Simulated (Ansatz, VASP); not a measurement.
Te2Mo in VASP and in Ansatz

POSCAR

```
Te2Mo
1.0
    3.5421276173      0.0000000000      0.0000000000
   -1.7710638086      3.0675725001      0.0000000000
    0.0000000000      0.0000000000     13.4266985809
Te Mo
4 2
Direct
    0.3333333333      0.6666666667      0.6174390387
    0.6666666667      0.3333333333      0.1174390387
    0.3333333333      0.6666666667      0.8825609613
    0.6666666667      0.3333333333      0.3825609613
    0.3333333333      0.6666666667      0.2500000000
    0.6666666667      0.3333333333      0.7500000000
```

INCAR.step1

```
SYSTEM = Te2Mo
PREC = Accurate
ENCUT = 520
ISMEAR = 0
SIGMA = 0.01
LREAL = .False.
LASPH = .True.
NELM = 60
NBANDS = 35
GGA = PE
ALGO = Normal
EDIFF = 1E-4
LWAVE = .True.
LCHARG = .False.
```

The input INCAR.step2:

```
SYSTEM = Te2Mo
PREC = Accurate
ENCUT = 520
EDIFF = 1E-6
ISMEAR = 0
SIGMA = 0.01
LREAL = .False.
LASPH = .True.
NELM = 60
ALGO = Normal
ISIF = 2
LWAVE = .False.
LCHARG = .True.
METAGGA = R2SCAN
LMIXTAU = .True.
LELF = .True.
LVHAR = .True.
NBANDS = 35
ISTART = 1
```

The input KPOINTS:

```
regular mesh
0
Gamma
  12 12 2
  0 0 0
```

Input for Ansatz:

```yaml
crystal:
  lattice:
    - [3.5421276173, 0.0, 0.0]
    - [-1.7710638086, 3.0675725001, 0.0]
    - [0.0, 0.0, 13.4266985809]
  atoms:
    - { symbol: Te, position: [0.3333333333, 0.6666666667, 0.6174390387] }
    - { symbol: Te, position: [0.6666666667, 0.3333333333, 0.1174390387] }
    - { symbol: Te, position: [0.3333333333, 0.6666666667, 0.8825609613] }
    - { symbol: Te, position: [0.6666666667, 0.3333333333, 0.3825609613] }
    - { symbol: Mo, position: [0.3333333333, 0.6666666667, 0.25] }
    - { symbol: Mo, position: [0.6666666667, 0.3333333333, 0.75] }
kpoints:
  mp_grid: { grid: [12, 12, 2] }
  band_path:
    path:
      - [0.0, 0.0, 0.0]
      - [0.5, 0.0, 0.0]
      - [0.3333333333, 0.3333333333, 0.0]
      - [0.0, 0.0, 0.5]
      - [0.5, 0.0, 0.5]
      - [0.3333333333, 0.3333333333, 0.5]
      - [-0.091146, 0.044271, 0.0]
      - [0.197917, 0.195313, 0.0]
    npoints: 1
hamiltonian:
  xc: r2scan
scf:
  occupations: { method: fixed }
  n_extra_bands: 5
output:
  forces: true
  stress: true
  eigenvalues: true
```

Change from the starting cell: uniaxial_z strain -5.3%.

Alike in both runs: task single point; functional r2SCAN; k mesh 12 × 12 × 2; no spin polarisation.

```csv
,VASP,Ansatz
version,VASP 6.6.1,Ansatz 0.2.0
potentials or method,"VASP PAW PBE potentials, release 64 (Te, Mo_sv)","plane waves, PAW"
plane-wave cutoff (eV),520,500
occupations,"gaussian, width 0.01 eV",fixed
valence electrons in the cell,52,92
```

Ansatz gave:

| Item | Value |
| --- | --- |
| gap on the k mesh at the Fermi level (eV) | 0.62 |
| pressure (GPa) | 3.2 |
| traceless stress, the component that is largest in VASP (GPa) | 1.75 |
| rms of the force components (eV/Å) | 0.017 |

Task: Which values does VASP return?

Result: gap on the k mesh at the Fermi level (eV): 0.61; pressure (GPa): 3.3; traceless stress, the component that is largest in VASP (GPa): 1.81; rms of the force components (eV/Å): 0.004.

VASP's potentials were made for PBE, not for r2SCAN. Atom by atom the forces differ by 0.013 eV/Å (rms over components). VASP's potentials hold 52 valence electrons a cell and Ansatz's 92, so a difference there can come from the potentials and not from the codes.

Neither program's run includes spin-orbit coupling.
